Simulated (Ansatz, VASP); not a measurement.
**SrO in VASP and in Ansatz**

```
Sr O
1.0
     0.07709    2.60835    2.60835
     2.60835    0.07709    2.60835
     2.60835    2.60835    0.07709
Sr O
1 1
Direct
  0.00000 0.00000 0.00000
  0.50000 0.50000 0.50000
```

Change from the starting cell: equal xy, yz and zx shear strains of +3 %.

Alike in both runs: task single point; functional PBE; k mesh 8 × 8 × 8; occupations fermi-dirac, width 0.02 eV; no spin polarisation.

|  | VASP | Ansatz |
| --- | --- | --- |
| version | VASP 6.6.1 | Ansatz 0.2.0 |
| potentials or method | VASP PAW PBE potentials, release 64 (Sr_sv, O), cutoff 520 eV | all-electron LAPW, scalar-relativistic |

VASP gave:

| Property | Result |
| --- | --- |
| gap on the k mesh at the Fermi level (eV) | 3.21 |
| pressure (GPa) | 3.5 |
| traceless stress, the component that is largest in VASP (GPa) | -1.75 |

Q: Which values does Ansatz return?

A: gap on the k mesh at the Fermi level (eV): 3.26; pressure (GPa): 2.9; traceless stress, the component that is largest in VASP (GPa): -1.75.

Ansatz ran all-electron here, and VASP with PAW potentials.
